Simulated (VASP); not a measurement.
Runs of VASP 6.6.1 on W. The structure is that of space group Fm-3m (No. 225), or close to it. The cells are those of the table. 

```csv
task,cell,cutoff (eV),gap on the mesh (eV),pressure (GPa)
electric field gradients,"a = 2.885, b = 2.885, c = 2.900 Å, angles 59.8, 59.8, 60.3°, 1 atom",400,none,(a)
electric field gradients,"a = 2.857, b = 2.857, c = 2.842 Å, angles 60.2, 60.2, 59.7°, 1 atom",400,none,(b)
electric field gradients,"a = 2.842, b = 2.842, c = 2.813 Å, angles 60.3, 60.3, 59.3°, 1 atom",400,none,-1.0
electric field gradients,"a = 2.900, b = 2.900, c = 2.928 Å, angles 59.7, 59.7, 60.7°, 1 atom",400,none,-21.4
single point,"a = 2.857 Å, angles 60.7°, 1 atom",500,none,-12.1
```

Alike in all rows: level PBEsol; potentials or basis VASP PAW PBE potentials, release 64 (W_sv); no spin polarisation; k mesh 14 × 14 × 14; smearing fermi-dirac 0.05 eV.

Q: Fill in the values left out.

A: (a) -17.0; (b) -6.9.

Caveats: the PAW data sets were made with another functional, which shifts forces and pressure a little; spin-orbit coupling is left out, which moves the levels of the heavy elements.

A k mesh can miss the band edges, and the runs leave out spin-orbit coupling on W.

A gap of «none» marks levels without a gap at the run's occupations.
